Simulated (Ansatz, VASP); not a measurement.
Given: the input of a run of Ansatz 0.2.0 on Cu.

The input input.yaml:

```yaml
crystal:
  lattice:
    - [2.479101285, 0.0, 0.0]
    - [-1.2395506425, 2.1469646914, 0.0]
    - [0.0, 0.0, 8.0931592851]
  atoms:
    - { symbol: Cu, position: [0.6666666667, 0.3333333333, 0.75] }
    - { symbol: Cu, position: [0.0, 0.0, 0.5] }
    - { symbol: Cu, position: [0.3333333333, 0.6666666667, 0.25] }
    - { symbol: Cu, position: [0.0, 0.0, 0.0] }
hamiltonian:
  xc: lda
  pseudopotentials: { kind: paw }
kpoints:
  mp_grid: { grid: [12, 12, 4] }
scf:
  occupations: { method: fermi_dirac, width: 0.05 }
output:
  forces: true
  stress: true
  eigenvalues: true
```

Potentials or basis: Ansatz PAW.

The run is started by

```bash
$ ansatz run input.yaml --threads 2 --pin off --max-ram 5632MiB --backend cpu --events-out ev --progress --plain --runs-dir out
```

Q: Set up the same calculation for VASP 6.6.1. Potentials there: VASP PAW LDA potentials, release 64 (Cu_sv_GW).

A: As run (the cutoff follows the program's own potentials):

INCAR

```
SYSTEM = Cu
PREC = Accurate
ENCUT = 820
EDIFF = 1E-6
ISMEAR = -1
SIGMA = 0.05
LREAL = .False.
LASPH = .True.
NELM = 120
ALGO = Normal
ISIF = 2
LWAVE = .False.
LCHARG = .True.
LELF = .True.
LVHAR = .True.
NBANDS = 46
GGA_COMPAT = .False.
```

KPOINTS

```
Automatic mesh
0
Gamma
  12 12 4
  0 0 0
```

POSCAR

```
Cu
1.0
    2.4791012850      0.0000000000      0.0000000000
   -1.2395506425      2.1469646914      0.0000000000
    0.0000000000      0.0000000000      8.0931592851
Cu
4
Direct
    0.6666666667      0.3333333333      0.7500000000
    0.0000000000      0.0000000000      0.5000000000
    0.3333333333      0.6666666667      0.2500000000
    0.0000000000      0.0000000000      0.0000000000
```

Potentials or basis: VASP PAW LDA potentials, release 64 (Cu_sv_GW).

Run with:

```bash
$ cat potpaw_LDA.64/Cu_sv_GW/POTCAR > POTCAR
$ mpirun -np 1 vasp_std > vasp.out
```

Both were run:

|  | VASP | Ansatz | Ansatz less VASP |
| --- | --- | --- | --- |
| gap on the k mesh at the Fermi level (eV) | none | none | - |
| pressure (GPa) | 0.3 | 2.3 | +1.97 |
| traceless stress, the component that is largest in VASP (GPa) | -0.35 | -0.34 | +0.008 |

LDA's correlation is that of Perdew and Zunger in VASP and of Perdew and Wang (1992) in Ansatz. A gap of «none» marks a metal or a gap that the smearing closes.
